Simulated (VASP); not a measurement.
# Cu12CO in VASP: notebook

Runs on Cu12CO. Level: PBE+D3(BJ). Tasks: single point.

Program: VASP 6.6.1. These are calculated values, not measurements. Logs are shortened: lines on timing, memory, paths and dates and some standing lists are left out, and cuts for length are marked.

## 1. The cell of the first run

The cell holds a slab with vacuum, 14 atoms: a = 5.039 Å, b = 5.039 Å, c = 22.872 Å, α = 90.00°, β = 90.00°, γ = 120.00°.

## 2. Single point, PBE+D3(BJ)

INCAR reads:

```
ALGO = Normal
DIPOL = 0.5 0.5 0.300
EDIFF = 1E-7
ENCUT = 520
GGA = PE
IDIPOL = 3
ISIF = 2
ISMEAR = 0
IVDW = 12
LASPH = T
LCHARG = T
LDIPOL = T
LELF = T
LREAL = F
LVACPOTAV = T
LVHAR = T
LWAVE = F
NBANDS = 84
NELM = 60
PREC = Accurate
SIGMA = 0.1
```

KPOINTS reads:

```
k-points
0
Gamma
  6 6 1
```

POSCAR reads:

```
Cu12CO
1.0
    5.0393684026      0.0000000000      0.0000000000
   -2.5196842013      4.3642210557      0.0000000000
    0.0000000000      0.0000000000     22.8721942842
Cu O C
12 1 1
Direct
    0.3333333333      0.1666666667      0.1748848383
    0.3333333333      0.6666666667      0.1748848383
    0.8333333333      0.1666666667      0.1748848383
    0.8333333333      0.6666666667      0.1748848383
    0.1666666667      0.3333333333      0.2649977782
    0.1666666667      0.8333333333      0.2649977782
    0.6666666667      0.3333333333      0.2649977782
    0.6666666667      0.8333333333      0.2649977782
    0.0000000000      0.0000000000      0.3551121586
    0.0000000000      0.5000000000      0.3551121586
    0.5000000000      0.0000000000      0.3551121586
    0.5000000000      0.5000000000      0.3551121586
    0.3333333333      0.1666666667      0.4862757874
    0.3333333333      0.1666666667      0.5365551784
```

Potentials or basis: VASP PAW PBE potentials, release 64 (Cu, O, C).

Command:

```
> cat potpaw_PBE.64/Cu/POTCAR potpaw_PBE.64/O/POTCAR potpaw_PBE.64/C/POTCAR > POTCAR
> mpirun -np 1 vasp_std > vasp.out
```

OUTCAR:

```text
EDIFF = 1E-7
   ENCUT = 520
   GGA = PE
   ISIF = 2
   ISMEAR = 0
   IVDW = 12
   LASPH = T
   LREAL = F
   NELM = 60
   PREC = Accurate
 IVDW          = 12

 ion  position               nearest neighbor table
   1  0.333  0.167  0.175-   3 2.52   3 2.52   4 2.52   2 2.52   2 2.52   4 2.52   5 2.52   7 2.52
                             6 2.52
   2  0.333  0.667  0.175-   4 2.52   4 2.52   1 2.52   1 2.52   3 2.52   3 2.52   6 2.52   8 2.52
                             5 2.52
   3  0.833  0.167  0.175-   1 2.52   1 2.52   4 2.52   4 2.52   2 2.52   2 2.52   7 2.52   5 2.52
                             8 2.52
   4  0.833  0.667  0.175-   2 2.52   2 2.52   3 2.52   3 2.52   1 2.52   1 2.52   8 2.52   6 2.52
                             7 2.52
   5  0.167  0.333  0.265-   7 2.52   7 2.52   8 2.52   6 2.52   6 2.52   8 2.52   1 2.52   3 2.52
                             2 2.52  12 2.52   9 2.52  10 2.52
   6  0.167  0.833  0.265-   8 2.52   8 2.52   5 2.52   5 2.52   7 2.52   7 2.52   2 2.52   4 2.52
                             1 2.52  11 2.52  10 2.52   9 2.52
   7  0.667  0.333  0.265-   5 2.52   5 2.52   8 2.52   8 2.52   6 2.52   6 2.52   3 2.52   1 2.52
                             4 2.52  10 2.52  11 2.52  12 2.52
   8  0.667  0.833  0.265-   6 2.52   6 2.52   7 2.52   7 2.52   5 2.52   5 2.52   4 2.52   2 2.52
                             3 2.52   9 2.52  12 2.52  11 2.52
   9  0.000  0.000  0.355-  11 2.52  11 2.52  12 2.52  10 2.52  10 2.52  12 2.52   8 2.52   5 2.52
                             6 2.52
  10  0.000  0.500  0.355-  12 2.52  12 2.52   9 2.52   9 2.52  11 2.52  11 2.52   7 2.52   6 2.52
                             5 2.52
  11  0.500  0.000  0.355-   9 2.52   9 2.52  12 2.52  12 2.52  10 2.52  10 2.52   6 2.52   7 2.52
                             8 2.52
  12  0.500  0.500  0.355-  10 2.52  10 2.52  11 2.52  11 2.52   9 2.52   9 2.52   5 2.52   8 2.52
                             7 2.52
  13  0.333  0.167  0.486-  14 1.15
  14  0.333  0.167  0.537-  13 1.15

  LATTYP: Found a hexagonal cell.
 ALAT       =     5.0393684026
 C/A-ratio  =     4.5387025629

  Lattice vectors:

 A1 = (   5.0393684026,   0.0000000000,   0.0000000000)
 A2 = (  -2.5196842013,   4.3642210557,   0.0000000000)
 A3 = (   0.0000000000,   0.0000000000,  22.8721942842)

Analysis of symmetry for initial positions (statically):
=====================================================================
 Subroutine PRICEL returns:
 Original cell was already a primitive cell.

 Routine SETGRP: Setting up the symmetry group for a
 hexagonal supercell.

 Subroutine GETGRP returns: Found  6 space group operations
 (whereof  2 operations were pure point group operations)
 out of a pool of 24 trial point group operations.

The static configuration has the point symmetry C_1h.
[... 145 lines left out ...]
   LORBIT       =      0    0 simple, 1 ext, 2 COOP (PROOUT), +10 PAW based schemes
   GGA     = PE    functional components
   LHFCALC =     F    Hartree Fock is set to
   AEXX    =    0.0000 exact exchange contribution
   IVDW    =    12    specifies the selected vdW correction
   LEPSILON=     F    determine dielectric tensor
   LRPA    =     F    only Hartree local field effects (RPA)
 non-spin polarized calculation
 Gauss-broadening in eV      SIGMA  =   0.10
  energy-cutoff  :      520.00
  volume of cell :      503.03
 maximum number of plane-waves:     13633
 NGX is ok and might be reduce to    40
   NGX = 19   NGY = 19   NGZ = 85

 number of electron     141.9999971 magnetization

 dipolmoment           0.000000      0.000000     -0.004476 electrons x Angstroem

 Free energy of the ion-electron system (eV)
  ---------------------------------------------------
  ext. energy  EPLUGINS =         0.00000000
  ---------------------------------------------------
  free energy    TOTEN  =       -55.65755585 eV

  energy without entropy =      -55.58216580  energy(sigma->0) =      -55.61986082

 E-fermi :  -0.8629     XC(G=0):  -4.9605

 val. band max:       -0.8821847233   @ k =   0.1667   0.0000   0.0000
 cond. band min:      -0.8512728483   @ k =   0.1667   0.0000   0.0000
 fundamental gap:      0.0309118750
 Fermi energy:        -0.8628871732

 k-point     1 :       0.0000    0.0000    0.0000
  band No.  band energies     occupation
      1     -25.6542      2.00000
      2     -10.6319      2.00000
      3      -9.7417      2.00000
      4      -8.1600      2.00000
      5      -8.1600      2.00000
      6      -7.6925      2.00000
[... 591 lines left out ...]
     82       3.4565      0.00000
     83       4.0770      0.00000
 [bands above 83 left out]

------------------------ aborting loop because EDIFF is reached ----------------------------------------

 Edisp (eV)   -4.91848

 E8    (eV) :    -2.1864

  FORCE on cell =-STRESS in cart. coord.  units (eV):
  Direction    XX          YY          ZZ          XY          YZ          ZX
  --------------------------------------------------------------------------------------
  -------------------------------------------------------------------------------------
  Total      -3.10974    -3.10974     0.02799     0.00000     0.00000     0.00000
  in kB      -9.90476    -9.90476     0.08914     0.00000     0.00000     0.00000
  external pressure =       -6.57 kB  Pullay stress =        0.00 kB

 VOLUME and BASIS-vectors are now :
 -----------------------------------------------------------------------------
  energy-cutoff  :      520.00
  volume of cell :      503.03
      direct lattice vectors                 reciprocal lattice vectors
     5.039368403  0.000000000  0.000000000     0.198437566  0.114567982  0.000000000
    -2.519684201  4.364221056  0.000000000     0.000000000  0.229135964  0.000000000
     0.000000000  0.000000000 22.872194284     0.000000000  0.000000000  0.043721210

 POSITION                                       TOTAL-FORCE (eV/Angst)
 -----------------------------------------------------------------------------------
      1.25984      0.72737      4.00000         0.000000     -0.000000     -0.054577
     -0.00000      2.90948      4.00000         0.000602      0.000348     -0.038790
      3.77953      0.72737      4.00000         0.000000     -0.000696     -0.038790
      2.51968      2.90948      4.00000        -0.000602      0.000348     -0.038790
      0.00000      1.45474      6.06108         0.006981     -0.004030      0.004132
     -1.25984      3.63685      6.06108         0.000000      0.008061      0.004132
      2.51968      1.45474      6.06108        -0.006981     -0.004030      0.004132
      1.25984      3.63685      6.06108         0.000000     -0.000000     -0.001814
      0.00000      0.00000      8.12219        -0.028494     -0.016451      0.009319
     -1.25984      2.18211      8.12219         0.000000     -0.000000      0.040345
      2.51968      0.00000      8.12219         0.028494     -0.016451      0.009319
      1.25984      2.18211      8.12219        -0.000000      0.032902      0.009319
      1.25984      0.72737     11.12219         0.000000      0.000000      0.767235
      1.25984      0.72737     12.27219         0.000000      0.000000     -0.675169
 -----------------------------------------------------------------------------------
    total drift:                                0.000000      0.000000     -0.007567

  FREE ENERGIE OF THE ION-ELECTRON SYSTEM (eV)
  ---------------------------------------------------
  free  energy   TOTEN  =       -60.5760321452 eV

  energy  without entropy=      -60.5006420952  energy(sigma->0) =      -60.53833712

 vacuum level on the upper side and lower side of the slab         3.889         3.926
```

OSZICAR:

```text
N       E                     dE             d eps       ncg     rms          rms(c)
DAV:   1     0.135606063623E+04    0.13561E+04   -0.59640E+04  1176   0.195E+03
DAV:   2     0.151389995165E+03   -0.12047E+04   -0.11656E+04  1176   0.439E+02
DAV:   3    -0.380317884611E+02   -0.18942E+03   -0.17385E+03  1648   0.215E+02
[... 22 lines left out ...]
DAV:  26    -0.556575545381E+02   -0.16917E-05   -0.36247E-07  1080   0.453E-03    0.515E-04
DAV:  27    -0.556575553112E+02   -0.77311E-06   -0.77593E-08   836   0.372E-03    0.243E-04
DAV:  28    -0.556575556691E+02   -0.35794E-06   -0.61185E-08   832   0.190E-03    0.238E-04
DAV:  29    -0.556575557699E+02   -0.10078E-06   -0.17596E-08   756   0.196E-03    0.183E-04
DAV:  30    -0.556575558456E+02   -0.75688E-07   -0.12204E-08   736   0.139E-03
   1 F= -.60576032E+02 E0= -.60538337E+02  d E =-.753901E-01
```

Run time: 22 min. Hardware: 1 thread of Intel Xeon 8259CL, shared host; peak memory 0.68 GiB.

What came out:

```yaml
Free_energy: -60.5760 eV
Largest_force: 0.767 eV/Å
Band_gap_on_the_k_mesh: zero (bands 71 and 72 overlap by 0.41 eV)
Dispersion_energy_per_atom: -0.351 eV
```

Forces in eV/Å, atoms in the order of the input:
```
Cu   0.000  0.000 -0.055
Cu   0.001  0.000 -0.039
Cu   0.000 -0.001 -0.039
Cu  -0.001  0.000 -0.039
Cu   0.007 -0.004  0.004
Cu   0.000  0.008  0.004
Cu  -0.007 -0.004  0.004
Cu   0.000  0.000 -0.002
Cu  -0.028 -0.016  0.009
Cu   0.000  0.000  0.040
Cu   0.028 -0.016  0.009
Cu   0.000  0.033  0.009
O    0.000  0.000  0.767
C    0.000  0.000 -0.675
```

## 3. Single point, PBE+D3(BJ)

INCAR reads:

```
SYSTEM = Cu12CO
PREC = Accurate
ENCUT = 520
EDIFF = 1E-7
ISMEAR = 0
SIGMA = 0.1
LREAL = .False.
LASPH = .True.
NELM = 60
ALGO = Normal
ISIF = 2
LWAVE = .False.
LCHARG = .False.
LDIPOL = .True.
IDIPOL = 3
DIPOL = 0.5 0.5 0.300
GGA = PE
IVDW = 12
NBANDS = 84
```

KPOINTS reads:

```
Automatic mesh
0
Gamma
  6 6 1
  0 0 0
```

Changes to POSCAR since step 2:

```diff
@@ -20,3 +20,3 @@
     0.5000000000      0.5000000000      0.3551121586
-    0.3333333333      0.1666666667      0.4862757874
-    0.3333333333      0.1666666667      0.5365551784
+    0.0000000000      0.0000000000      0.4862757874
+    0.0000000000      0.0000000000      0.5365551784
```

Potentials or basis: VASP PAW PBE potentials, release 64 (Cu, O, C).

Command:

```
> cat potpaw_PBE.64/Cu/POTCAR potpaw_PBE.64/O/POTCAR potpaw_PBE.64/C/POTCAR > POTCAR
> mpirun -np 1 vasp_std > vasp.out
```

Run time: 20 min. Hardware: 1 thread of Intel Xeon 8259CL, shared host; peak memory 0.68 GiB.

It converged, with:

* Free energy: -60.5814 eV
* Largest force: 0.759 eV/Å
* Band gap on the k mesh: zero (bands 71 and 72 overlap by 0.41 eV)
* Dispersion energy per atom: -0.351 eV

Forces in eV/Å, atoms in the order of the input:
```
Cu   0.002  0.001 -0.044
Cu   0.000  0.000 -0.033
Cu  -0.002  0.001 -0.044
Cu   0.000 -0.002 -0.044
Cu   0.000 -0.008  0.003
Cu  -0.007  0.004  0.003
Cu   0.000  0.000  0.003
Cu   0.007  0.004  0.003
Cu   0.000  0.000  0.003
Cu  -0.002 -0.001  0.025
Cu   0.000  0.002  0.025
Cu   0.002 -0.001  0.025
O    0.000  0.000  0.759
C    0.000  0.000 -0.686
```

Levels at points of the mesh, in eV from the Fermi level:
| k point | band 68 | band 69 | band 70 | band 71 | band 72 | band 73 |
| --- | --- | --- | --- | --- | --- | --- |
| (0.00, 0.00, 0.00) | -1.34 | -0.11 | 0.02 | 0.02 | 0.03 | 1.20 |
| (0.50, 0.00, 0.00) | -1.54 | -1.54 | 0.04 | 0.04 | 0.29 | 0.36 |

With open d or f shells a metallic result of PBE can be an artefact of self-interaction; +U or a hybrid may open a gap.

The gap in the log of VASP goes by the Fermi energy; the results here count the filled bands.